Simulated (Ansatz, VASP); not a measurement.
Two plane-wave programs on Pb

```
Pb
1.0
    -5.03909    5.03909   -5.03909
     5.03909    5.03909    5.03909
     5.03909   -5.03909   -5.03909
Pb
15
Direct
  0.00110 0.24890 0.75000
  0.49890 0.00000 0.50110
  0.75000 0.50000 0.75000
  0.25000 0.24890 0.50110
  0.49890 0.75110 0.75000
  0.00110 0.50220 0.50110
  0.75000 0.00000 0.25000
  0.49890 0.24890 0.24780
  0.75220 0.75110 0.50110
  0.00110 0.00000 0.99890
  0.25000 0.50000 0.25000
  0.00110 0.75110 0.25220
  0.74780 0.24890 0.99890
  0.49890 0.49780 0.99890
  0.25000 0.75110 0.99890
```

Change from the starting cell: Pb vacancy (site a), charge +0, atoms relaxed at the host's cell.

Alike in both runs: functional PBE; k mesh 4 × 4 × 4; occupations gaussian, width 0.1 eV; no spin polarisation.

Ansatz relaxed the structure, and its values are those at the end. VASP's run is a single point on that final structure, the one shown.

|  | VASP | Ansatz |
| --- | --- | --- |
| version | VASP 6.6.1 | Ansatz 0.2.0 |
| potentials or method | VASP PAW PBE potentials, release 64 (Pb_d), cutoff 520 eV | scalar-relativistic, plane waves, PAW |
| valence electrons in the cell | 210 | 210 |

Ansatz gave:

- gap on the k mesh at the Fermi level (eV): none
- rms of the force components (eV/Å): 0.014

Problem. What did VASP give for the same quantities?

Solution. gap on the k mesh at the Fermi level (eV): none; rms of the force components (eV/Å): 0.015.

A gap of «none» marks a metal or a gap that the smearing closes. With one functional, cell and mesh, what is left measures potentials, basis and numerics.

Spin-orbit coupling is off throughout.
